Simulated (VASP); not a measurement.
Write the native input for VASP 6.6.1 that does the following.

```yaml
Task: single point
Functional: PBE
Potentials_or_basis: VASP PAW PBE potentials, release 64 (Ru_pv)
Cutoff: 520 eV
k_mesh: 18 × 18 × 10
Occupations: gaussian, width 0.15 eV
Spin: no spin polarisation
Dipole_correction: no
Further_INCAR_settings: ALGO = Fast; EDIFF = 1e-06; NBANDS = 21
```

The structure of Ru lies in POSCAR:

```
Ru
1.0
    2.5929000000      0.0000000000      0.0000000000
   -1.2964500000      2.2455172695      0.0000000000
    0.0000000000      0.0000000000      4.6404000000
Ru
2
Direct
    0.3333333333      0.6666666667      0.2500000000
    0.6666666667      0.3333333333      0.7500000000
```

The input as run:

INCAR

```
  PREC = Accurate
  ENCUT = 520
  EDIFF = 1E-6
  ISMEAR = 0
  SIGMA = 0.15
  LREAL = F
  LASPH = T
  NELM = 80
  ALGO = Fast
  ISIF = 2
  LWAVE = F
  LCHARG = F
  GGA = PE
  NBANDS = 21
```

KPOINTS

```
regular mesh
0
Gamma
  18 18 10
```

Potentials or basis: VASP PAW PBE potentials, release 64 (Ru_pv).

Launch:

```bash
$ cat potpaw_PBE.64/Ru_pv/POTCAR > POTCAR
$ mpirun -np 1 vasp_std > vasp.out
```

Results of the run:

- Pressure: 10.9 GPa
- Band gap on the k mesh: zero (bands 14 and 15 overlap by 2.69 eV)

Caveat: the cell stands under pressure.

Run time: 73 s on 1 thread of Intel(R) Xeon(R) Platinum 8488C (Sapphire Rapids), with other jobs on the host, peak memory 0.21 GiB.
